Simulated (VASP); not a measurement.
Write the native input for VASP 6.6.1 that does the following.

* Task: single point
* Functional: HSE06
* Potentials or basis: VASP PAW PBE potentials, release 64 (Al, N)
* Cutoff: 520 eV
* k mesh: 6 × 6 × 6
* Occupations: gaussian, width 0.01 eV
* Spin: no spin polarisation
* Dipole correction: no
* Grid for exact exchange (PRECFOCK): Normal
* Further INCAR settings: ALGO = Normal; EDIFF = 1e-07; NBANDS = 11
* Screening parameter: 0.2079 1/Å

Crystal: AlN.

```
Al N
1.0
     0.00000    2.18488    2.18488
     2.18488    0.00000    2.18488
     2.18488    2.18488    0.00000
Al N
1 1
Direct
  0.00000 0.00000 0.00000
  0.25000 0.25000 0.25000
```

The input as run:

POSCAR

```
AlN
1.0
    0.0000000000      2.1848764127      2.1848764127
    2.1848764127      0.0000000000      2.1848764127
    2.1848764127      2.1848764127      0.0000000000
Al N
1 1
Direct
    0.0000000000      0.0000000000      0.0000000000
    0.2500000000      0.2500000000      0.2500000000
```

INCAR.step1

```
ALGO     = Normal         # electronic algorithm
EDIFF    = 1E-5           # SCF threshold, eV
ENCUT    = 520            # plane-wave cutoff, eV
GGA      = PE             # functional
ISIF     = 2              # what is computed and relaxed
ISMEAR   = 0              # smearing method
LASPH    = True           # aspherical terms in the spheres
LCHARG   = False          # write CHGCAR
LREAL    = False          # projectors in reciprocal space
LWAVE    = True           # write WAVECAR
NBANDS   = 11             # bands
NELM     = 60             # most SCF steps
PREC     = Accurate       # precision mode
SIGMA    = 0.01           # smearing width, eV
```

INCAR.step2

```
ALGO     = Normal         # electronic algorithm
EDIFF    = 1E-7           # SCF threshold, eV
ENCUT    = 520            # plane-wave cutoff, eV
GGA      = PE             # functional
HFSCREEN = 0.2079         # screening, 1/A
ISIF     = 2              # what is computed and relaxed
ISMEAR   = 0              # smearing method
ISTART   = 1            
LASPH    = True           # aspherical terms in the spheres
LCHARG   = False          # write CHGCAR
LHFCALC  = True           # exact exchange
LREAL    = False          # projectors in reciprocal space
LWAVE    = False          # write WAVECAR
NBANDS   = 11             # bands
NELM     = 60             # most SCF steps
PREC     = Accurate       # precision mode
PRECFOCK = Normal       
SIGMA    = 0.01           # smearing width, eV
```

KPOINTS

```
k-points
0
Gamma
  6 6 6
```

Potentials or basis: VASP PAW PBE potentials, release 64 (Al, N).

The run is started by

```sh
$ cat potpaw_PBE.64/Al/POTCAR potpaw_PBE.64/N/POTCAR > POTCAR
$ cp INCAR.step1 INCAR
$ mpirun -np 1 vasp_std > vasp.out
$ cp INCAR.step2 INCAR
$ mpirun -np 1 vasp_std > vasp.out
```

It gave:

```yaml
Pressure: -0.8 GPa
Band_gap_on_the_k_mesh: 4.55 eV, indirect (least direct gap 5.54 eV)
```

Caveat: the PAW data sets were made with another functional, which shifts forces and pressure a little.

Wall time 7.2 min on 1 thread of AMD EPYC 7R43 64-Core Processor (Zen 3), with other jobs on the host, peak memory 0.2 GiB.
